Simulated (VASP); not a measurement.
**Ga: single point with revPBE**

Crystal: Ga.

```
CELL_PARAMETERS angstrom
3.02062 0.00000 0.00000
-1.51031 2.61594 0.00000
0.00000 0.00000 4.76663
ATOMIC_POSITIONS crystal
Ga 0.33333 0.66667 0.25000
Ga 0.66667 0.33333 0.75000
```

This cell differs from its parent crystal: volume scaled by 0.96.

```json
{
 "Program": "VASP 6.6.1",
 "Task": "single point",
 "Functional": "revPBE",
 "Potentials or basis": "VASP PAW PBE potentials, release 64 (Ga_d)",
 "Cutoff": "520 eV",
 "k mesh": "13 × 13 × 8",
 "Occupations": "fermi-dirac, width 0.1 eV",
 "Spin": "no spin polarisation",
 "Dipole correction": "no",
 "Further INCAR settings": "ALGO = Normal; EDIFF = 1e-06; NBANDS = 20"
}
```

```yaml
Pressure: 2.1 GPa
Band_gap_on_the_k_mesh: zero (band 13 reaches 10.38 eV, above the bottom of band 14 at 2.63 eV)
```

Stress tensor (GPa, compression positive):
```
2.17 0.00 0.00
0.00 2.17 0.00
0.00 0.00 1.97
```

Levels at points of the mesh, in eV from the Fermi level:
| k point | band 11 | band 12 | band 13 | band 14 | band 15 | band 16 |
| --- | --- | --- | --- | --- | --- | --- |
| (0.00, 0.00, 0.00) | -11.09 | -4.53 | -3.86 | 9.19 | 9.19 | 11.24 |
| (0.00, 0.00, 0.50) | -9.38 | -9.38 | 4.22 | 4.22 | 10.46 | 10.46 |

It took 40 s on 1 thread of Intel(R) Xeon(R) Platinum 8488C (Sapphire Rapids), on a shared host, peak memory 0.19 GiB.

Caveat: the PAW data sets were made with another functional, which shifts forces and pressure a little.
